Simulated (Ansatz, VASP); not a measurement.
# BN: VASP beside Ansatz

File INCAR:

```
SYSTEM = BN
ALGO = Normal
EDIFF = 1E-7
EDIFFG = -0.002
ENCUT = 600
GGA = CA
GGA_COMPAT = .False.
IBRION = 2
ISIF = 3
ISMEAR = 0
LASPH = .True.
LCHARG = .False.
LREAL = .False.
LWAVE = .False.
NELM = 120
NELMIN = 4
NSW = 100
PREC = Accurate
SIGMA = 0.02
```

KPOINTS

```
k-points
0
Gamma
  12 12 4
  0 0 0
```

Contents of POSCAR:

```
BN
1.0
    2.4888436504      0.0000000000      0.0000000000
   -1.2444218252      2.1554018273      0.0000000000
    0.0000000000      0.0000000000      6.5324323347
B N
2 2
Direct
    0.3333333333      0.6666666667      0.2500000000
    0.6666666667      0.3333333333      0.7500000000
    0.3333333333      0.6666666667      0.7500000000
    0.6666666667      0.3333333333      0.2500000000
```

Input for Ansatz:

```yaml
crystal:
  lattice:
    - [2.4888436504, 0.0, 0.0]
    - [-1.2444218252, 2.1554018273, 0.0]
    - [0.0, 0.0, 6.5324323347]
  atoms:
    - { symbol: B, position: [0.3333333333, 0.6666666667, 0.25] }
    - { symbol: B, position: [0.6666666667, 0.3333333333, 0.75] }
    - { symbol: "N", position: [0.3333333333, 0.6666666667, 0.75] }
    - { symbol: "N", position: [0.6666666667, 0.3333333333, 0.25] }
basis:
  ecutwfc: 420
kpoints:
  mp_grid: { grid: [12, 12, 4] }
hamiltonian:
  xc: lda
  pseudopotentials: { kind: paw, azcp: { folder: soft_1 } }
scf:
  occupations: { method: gaussian, width: 0.02 }
output:
  forces: true
  stress: true
  eigenvalues: true
relax:
  adjacent_minimum: "off"
  f_tol: 0.002
  max_steps: 80
  cell: { stress_tol: 0.02 }
```

Alike in both runs: task relaxation of cell and atoms; functional LDA; k mesh 12 × 12 × 4; occupations gaussian, width 0.02 eV; no spin polarisation.

|  | VASP | Ansatz |
| --- | --- | --- |
| version | VASP 6.6.1 | Ansatz 0.2.0 |
| potentials or method | VASP PAW LDA potentials, release 64 (B, N), cutoff 600 eV | scalar-relativistic, plane waves, PAW |
| valence electrons in the cell | 16 | 16 |

```tsv
	VASP	Ansatz	Ansatz less VASP
gap on the k mesh at the Fermi level, each at its own relaxed structure (eV)	4.03	4.07	+0.038
relaxed volume (Å³/atom)	8.64	8.71	+0.065
relaxed cell length with the largest relative difference (Å)	6.436	6.494	+0.0580
```

Ansatz warns that its potentials were made for another functional, while VASP's fit it. LDA's correlation is that of Perdew and Zunger in VASP and of Perdew and Wang (1992) in Ansatz.
